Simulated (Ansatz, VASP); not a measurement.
# AlN in VASP and in Ansatz

```xyz
4
Lattice="3.3381 0.0000 0.0000 -1.6691 2.8909 0.0000 0.0000 0.0000 4.5355" Properties=species:S:1:pos:R:3 pbc="T T T"
Al    0.0000    1.9273    3.4016
Al    1.6691    0.9636    1.1339
N     0.0000    1.9273    1.1339
N     1.6691    0.9636    3.4016
```

Alike in both runs: task single point; functional PBEsol; k mesh 9 × 9 × 6; occupations gaussian, width 0.05 eV; no spin polarisation.

|  | VASP | Ansatz |
| --- | --- | --- |
| version | VASP 6.6.1 | Ansatz 0.2.0 |
| potentials or method | VASP PAW PBE potentials, release 64 (Al, N), cutoff 520 eV | scalar-relativistic, plane waves, PAW |
| valence electrons in the cell | 16 | 16 |

```csv
,VASP,Ansatz,Ansatz less VASP
gap on the k mesh at the Fermi level (eV),2.28,2.27,-0.011
least direct gap on the mesh (eV),2.28,2.27,-0.011
pressure (GPa),-16.5,-16.5,+0.04
"traceless stress, the component that is largest in VASP (GPa)",-2.04,-1.99,+0.048
```

VASP's potentials were made for PBE, not for PBEsol, and Ansatz warns of the same on its side. With one functional, cell and mesh, what is left measures potentials, basis and numerics.
